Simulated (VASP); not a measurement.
# MnO2 (P-3m1) in VASP: single point with PBE

Aim: the single point of MnO2 with PBE.

Program: VASP 6.6.1. These are calculated values, not measurements. Logs are shortened: lines on timing, memory, paths and dates and some standing lists are left out, and cuts for length are marked.

### 1 The cell of the first run

Symmetry: P-3m1, No. 164, trigonal system. The conventional cell has a = 2.857 Å, b = 2.857 Å, c = 4.601 Å, α = 90.00°, β = 90.00°, γ = 120.00°. Within 2.5 Å of Mn (site symmetry -3m) lie 6 O at 1.90 Å. O (site symmetry 3m) has 3 Mn at 1.90 Å and 3 O at 2.51 Å within 2.6 Å.

### 2 Single point, PBE, collinear spin, ferromagnetic start

Contents of POSCAR:

```
MnO2
1.0
    2.8565781804      0.0000000000      0.0000000000
   -1.4282890902      2.4738692722      0.0000000000
    0.0000000000      0.0000000000      4.6013740589
Mn O
1 2
Direct
    0.0000000000      0.0000000000      0.5000000000
    0.6666666700      0.3333333300      0.2937074300
    0.3333333300      0.6666666700      0.7062925700
```

Contents of INCAR.step1:

```
SYSTEM = MnO2
  PREC = Accurate
  ENCUT = 520
  EDIFF = 1E-6
  ISMEAR = 0
  SIGMA = 0.05
  LREAL = .False.
  LASPH = .True.
  NELM = 150
  ALGO = Normal
  ISIF = 2
  LWAVE = .False.
  LCHARG = .True.
  ISPIN = 2
  MAGMOM = 2.49 0.05 0.05
  LMAXMIX = 4
  GGA = PE
  NBANDS = 24
```

Contents of KPOINTS.step1:

```
regular mesh
0
Gamma
  12 12 6
  0 0 0
```

Contents of INCAR.step2:

```
SYSTEM = MnO2
  PREC = Accurate
  ENCUT = 520
  EDIFF = 1E-6
  ISMEAR = -5
  SIGMA = 0.05
  LREAL = .False.
  LASPH = .True.
  NELM = 150
  ALGO = Normal
  ISIF = 2
  LWAVE = .False.
  LCHARG = .False.
  ISPIN = 2
  MAGMOM = 2.49 0.05 0.05
  LORBIT = 11
  LMAXMIX = 4
  GGA = PE
  NEDOS = 1001
  ICHARG = 11
```

Contents of KPOINTS.step2:

```
regular mesh
0
Gamma
  18 18 9
  0 0 0
```

Potentials or basis: VASP PAW PBE potentials, release 64 (Mn_pv, O).

Launch:

```bash
> cat potpaw_PBE.64/Mn_pv/POTCAR potpaw_PBE.64/O/POTCAR > POTCAR
> cp INCAR.step1 INCAR
> cp KPOINTS.step1 KPOINTS
> mpirun -np 1 vasp_std > vasp.out
> cp INCAR.step2 INCAR
> cp KPOINTS.step2 KPOINTS
> mpirun -np 1 vasp_std > vasp.out
```

OUTCAR:

```text
SYSTEM = MnO2
   PREC = Accurate
   ENCUT = 520
   EDIFF = 1E-6
   ISMEAR = -5
   LREAL = .False.
   LASPH = .True.
   NELM = 150
   ISIF = 2
   ISPIN = 2
   LORBIT = 11
   GGA = PE
   ICHARG = 11

 ion  position               nearest neighbor table
   1  0.000  0.000  0.500-   2 1.90   3 1.90   2 1.90   3 1.90   2 1.90   3 1.90
   2  0.667  0.333  0.294-   1 1.90   1 1.90   1 1.90
   3  0.333  0.667  0.706-   1 1.90   1 1.90   1 1.90

  LATTYP: Found a hexagonal cell.
 ALAT       =     2.8565781804
 C/A-ratio  =     1.6107992739

  Lattice vectors:

 A1 = (   2.8565781804,   0.0000000000,   0.0000000000)
 A2 = (  -1.4282890902,   2.4738692722,   0.0000000000)
 A3 = (   0.0000000000,   0.0000000000,   4.6013740589)

Analysis of symmetry for initial positions (statically):
=====================================================================
 Subroutine PRICEL returns:
 Original cell was already a primitive cell.

 Routine SETGRP: Setting up the symmetry group for a
 hexagonal supercell.

 Subroutine GETGRP returns: Found 12 space group operations
 (whereof 12 operations were pure point group operations)
 out of a pool of 24 trial point group operations.

The static configuration has the point symmetry D_3d.

Analysis of symmetry for dynamics (positions and initial velocities):
=====================================================================
 Subroutine PRICEL returns:
 Original cell was already a primitive cell.

 Routine SETGRP: Setting up the symmetry group for a
 hexagonal supercell.

 Subroutine GETGRP returns: Found 12 space group operations
 (whereof 12 operations were pure point group operations)
 out of a pool of 24 trial point group operations.

The dynamic configuration has the point symmetry D_3d.

Analysis of structural, dynamic, and magnetic symmetry:
=====================================================================
 Subroutine PRICEL returns:
 Original cell was already a primitive cell.

 Routine SETGRP: Setting up the symmetry group for a
 hexagonal supercell.

 Subroutine GETGRP returns: Found 12 space group operations
 (whereof 12 operations were pure point group operations)
 out of a pool of 24 trial point group operations.

The overall configuration has the point symmetry D_3d.

 Subroutine INISYM returns: Found 12 space group operations
 (whereof 12 operations are pure point group operations),
 and found     1 'primitive' translations
[... 122 lines left out ...]
  Thomas-Fermi vector in A             =   2.611337
   LORBIT       =     11    0 simple, 1 ext, 2 COOP (PROOUT), +10 PAW based schemes
   GGA     = PE    functional components
   LHFCALC =     F    Hartree Fock is set to
   AEXX    =    0.0000 exact exchange contribution
   IVDW    =     0    specifies the selected vdW correction
   LEPSILON=     F    determine dielectric tensor
   LRPA    =     F    only Hartree local field effects (RPA)
 spin polarized calculation
 Fermi weights with tetrahedron method with Bloechl corrections
  energy-cutoff  :      520.00
  volume of cell :       32.52
 maximum number of plane-waves:       888
 NGX is ok and might be reduce to    24

 number of electron      24.9999997 magnetization       2.9999795

 Free energy of the ion-electron system (eV)
  ---------------------------------------------------
  ext. energy  EPLUGINS =         0.00000000
  ---------------------------------------------------
  free energy    TOTEN  =       -23.80508074 eV

  energy without entropy =      -23.80508074  energy(sigma->0) =      -23.80508074

 E-fermi :   3.3077     XC(G=0): -10.8098

 val. band max:        3.2554472779   @ k =   0.0000   0.1111   0.4444
 cond. band min:       4.0583989085   @ k =   0.0000   0.0000   0.4444
 fundamental gap:      0.8029516306
 Fermi energy:         3.3077081093

 spin component 1

 k-point     1 :       0.0000    0.0000    0.0000
  band No.  band energies     occupation
      1     -47.0833      1.00000
      2     -47.0833      1.00000
      3     -47.0786      1.00000
      4     -16.3811      1.00000
      5     -14.0606      1.00000
      6      -3.0610      1.00000
[... 459 lines left out ...]
      6      -3.3752      1.00000
[... 9 lines left out ...]
     16       5.7917      0.00000
     17      15.1338      0.00000

 [... further k-points ...]

 spin component 2

 k-point     1 :       0.0000    0.0000    0.0000
  band No.  band energies     occupation
      1     -44.0254      1.00000
      2     -44.0254      1.00000
      3     -43.8580      1.00000
      4     -16.2261      1.00000
      5     -13.9459      1.00000
      6      -2.1952      1.00000
[... 459 lines left out ...]
      6      -2.6459      1.00000
[... 9 lines left out ...]
     16       7.1524      0.00000
     17      15.4181      0.00000

 [... further k-points ...]

------------------------ aborting loop because EDIFF is reached ----------------------------------------

  FORCE on cell =-STRESS in cart. coord.  units (eV):
  Direction    XX          YY          ZZ          XY          YZ          ZX
  --------------------------------------------------------------------------------------
  -------------------------------------------------------------------------------------
  Total        1.2626836      1.2626836      1.0067993      0.0000000      0.0000000      0.0000000
  in kB       62.2149428     62.2149428     49.6070128      0.0000000      0.0000000      0.0000000
  external PRESSURE =      58.0122995 kB  Pullay stress =       0.0000000 kB

 VOLUME and BASIS-vectors are now :
 -----------------------------------------------------------------------------
  energy-cutoff  :      520.00
  volume of cell :       32.52
      direct lattice vectors                 reciprocal lattice vectors
     2.856578180  0.000000000  0.000000000     0.350069187  0.202112539  0.000000000
    -1.428289090  2.473869272  0.000000000     0.000000000  0.404225078  0.000000000
     0.000000000  0.000000000  4.601374059     0.000000000  0.000000000  0.217326387

 POSITION                                       TOTAL-FORCE (eV/Angst)
 -----------------------------------------------------------------------------------
      0.00000      0.00000      2.30069        -0.000000      0.000000      0.000000
      1.42829      0.82462      1.35146         0.000000      0.000000     -0.309961
     -0.00000      1.64925      3.24992        -0.000000     -0.000000      0.309961
 -----------------------------------------------------------------------------------
    total drift:                                0.000000      0.000000      0.000000

  FREE ENERGIE OF THE ION-ELECTRON SYSTEM (eV)
  ---------------------------------------------------
  free  energy   TOTEN  =       -23.8050807412 eV

  energy  without entropy=      -23.8050807412  energy(sigma->0) =      -23.80508074

 total charge

# of ion       s       p       d       tot
------------------------------------------
    1        0.356   6.468   4.925  11.748
    2        1.583   3.417   0.000   4.999
    3        1.583   3.417   0.000   4.999
--------------------------------------------------
tot          3.521  13.302   4.925  21.747

 magnetization (x)

# of ion       s       p       d       tot
------------------------------------------
    1        0.031   0.040   2.763   2.834
    2        0.004   0.041   0.000   0.045
    3        0.004   0.041   0.000   0.045
--------------------------------------------------
tot          0.038   0.121   2.763   2.923
```

OUTCAR.step1:

```text
SYSTEM = MnO2
   PREC = Accurate
   ENCUT = 520
   EDIFF = 1E-6
   ISMEAR = 0
   LREAL = .False.
   LASPH = .True.
   NELM = 150
[... 1542 lines left out ...]
      0.00000      0.00000      2.30069        -0.000000      0.000000      0.000000
      1.42829      0.82462      1.35146         0.000000     -0.000000     -0.310250
     -0.00000      1.64925      3.24992        -0.000000      0.000000      0.310250
 -----------------------------------------------------------------------------------
    total drift:                                0.000000      0.000000      0.000000

  FREE ENERGIE OF THE ION-ELECTRON SYSTEM (eV)
  ---------------------------------------------------
  free  energy   TOTEN  =       -23.8050777143 eV

  energy  without entropy=      -23.8050777143  energy(sigma->0) =      -23.80507771
```

OSZICAR.step1:

```text
N       E                     dE             d eps       ncg     rms          rms(c)
DAV:   1     0.248535934065E+03    0.24854E+03   -0.14063E+04  9608   0.120E+03
DAV:   2    -0.165145106449E+02   -0.26505E+03   -0.24881E+03 10592   0.364E+02
DAV:   3    -0.311813951824E+02   -0.14667E+02   -0.14576E+02 11088   0.922E+01
DAV:   4    -0.313108624046E+02   -0.12947E+00   -0.12946E+00 10592   0.911E+00
DAV:   5    -0.313123002633E+02   -0.14379E-02   -0.14379E-02 11416   0.913E-01    0.307E+01
DAV:   6    -0.303843676078E+02    0.92793E+00   -0.94990E+01 11648   0.766E+01    0.416E+01
DAV:   7    -0.249250123389E+02    0.54594E+01   -0.10128E+02 11120   0.756E+01    0.141E+01
DAV:   8    -0.238394873009E+02    0.10855E+01   -0.33983E+00 10960   0.170E+01    0.465E+00
DAV:   9    -0.238004512263E+02    0.39036E-01   -0.51945E-01 12088   0.639E+00    0.205E+00
DAV:  10    -0.238054551510E+02   -0.50039E-02   -0.54345E-02 10040   0.158E+00    0.973E-01
DAV:  11    -0.238050588937E+02    0.39626E-03   -0.35558E-03 10064   0.458E-01    0.409E-01
DAV:  12    -0.238051357237E+02   -0.76830E-04   -0.44097E-04 10208   0.230E-01    0.135E-01
DAV:  13    -0.238050609515E+02    0.74772E-04   -0.54228E-04 11072   0.248E-01    0.308E-02
DAV:  14    -0.238050738188E+02   -0.12867E-04   -0.43643E-05 10048   0.554E-02    0.180E-02
DAV:  15    -0.238050778578E+02   -0.40391E-05   -0.57290E-06 10248   0.165E-02    0.110E-02
DAV:  16    -0.238050777143E+02    0.14358E-06   -0.18944E-06  7424   0.155E-02
   1 F= -.23805078E+02 E0= -.23805078E+02  d E =-.192391E-18  mag=     3.0000
```

Run time: 7.1 min. Hardware: 1 thread of Intel Xeon 8259CL, shared host; peak memory 0.35 GiB.

What came out:

* Net moment: 3.00 μB per cell
* Site moments: Mn +2.83; O +0.04 μB
* Valence electrons inside the program's atomic spheres: Mn 11.75; O 5.00

Levels at points of the mesh, in eV from the valence-band top:
Spin up:
| k point | band 12 | band 13 | band 14 | band 15 | band 16 | band 17 |
| --- | --- | --- | --- | --- | --- | --- |
| (0.00, 0.00, 0.00) | -1.41 | -1.17 | -0.39 | 2.88 | 2.88 | 7.15 |
| (0.50, 0.00, 0.00) | -1.88 | -1.79 | -0.99 | 2.15 | 2.79 | 11.76 |
Spin down:
```tsv
k point	band 9	band 10	band 11	band 12	band 13	band 14
(0.00, 0.00, 0.00)	-1.34	-1.34	-0.98	0.81	0.81	2.41
(0.50, 0.00, 0.00)	-3.16	-2.82	-2.25	1.11	1.57	1.89
```

Caveat: a cell with one magnetic atom can't hold antiferromagnetic order, which such compounds often take.
